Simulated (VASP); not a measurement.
A run of VASP 6.6.1:

INCAR

```
SYSTEM = Nb
ALGO = Normal
EDIFF = 1E-7
EDIFFG = -0.03
ENCUT = 500
GGA = PS
GGA_COMPAT = .FALSE.
IBRION = 2
ISIF = 8
ISMEAR = 1
LASPH = .TRUE.
LCHARG = .FALSE.
LREAL = .FALSE.
LWAVE = .FALSE.
NELM = 120
NELMIN = 4
NSW = 60
PREC = Accurate
SIGMA = 0.1
```

File KPOINTS:

```
k-points
0
G
  9 9 9
  0 0 0
```

File POSCAR:

```
Nb
1.0
    0.0000000000      2.1150000000      2.1150000000
    2.1150000000      0.0000000000      2.1150000000
    2.1150000000      2.1150000000      0.0000000000
Nb
1
Direct
    0.0000000000      0.0000000000      0.0000000000
```

Potentials or basis: VASP PAW PBE potentials, release 64 (Nb_sv).

Run with:

```bash
$ cat potpaw_PBE.64/Nb_sv/POTCAR > POTCAR
$ mpirun -np 1 vasp_std > vasp.out
```

Hardware: 1 thread of Intel Xeon 8259CL (shared host).

Question: How long does it take, and how much memory?

Answer: Run time: 21 s on 1 thread of Intel Xeon 8259CL (shared host), peak memory 0.15 GiB. Counts: scf iterations 36, k points 35, ion steps 3.
